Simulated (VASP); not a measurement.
Runs of VASP 6.6.1 on Sb. It takes space group R-3m (No. 166, trigonal). Conventional cell: a = 4.129 Å, b = 4.129 Å, c = 11.467 Å, α = 90.00°, β = 90.00°, γ = 120.00°. Within 3.6 Å of Sb (site symmetry 3m) lie 6 Sb at 2.76 to 3.40 Å. 

| k mesh | cutoff (eV) | smearing | gap on the mesh (eV) | pressure (GPa) | largest force (eV/Å) |
| --- | --- | --- | --- | --- | --- |
| 5 × 5 × 5 | 520 | fermi-dirac 0.1 eV | 0.23 | 10.5 | 1.31 |
| 10 × 10 × 10 | 520 | fermi-dirac 0.1 eV | none | (a) | 1.50 |
| 5 × 5 × 5 | 550 | fermi-dirac 0.1 eV | 0.23 | 10.5 | 1.31 |
| 5 × 5 × 5 | 520 | tetrahedron | 0.23 | 10.5 | 1.30 |

Alike in all rows: task single point; level r2SCAN; potentials or basis VASP PAW PBE potentials, release 64 (Sb); no spin polarisation; cell as given.

**Question.** Fill in the values left out.

**Answer.** (a) 10.6.

Caveats: the PAW data sets were made with another functional, which shifts forces and pressure a little; spin-orbit coupling is left out, which moves the levels of the heavy elements.

A k mesh can miss the band edges, and the runs leave out spin-orbit coupling on Sb.

A gap of «none» marks levels without a gap at the run's occupations.
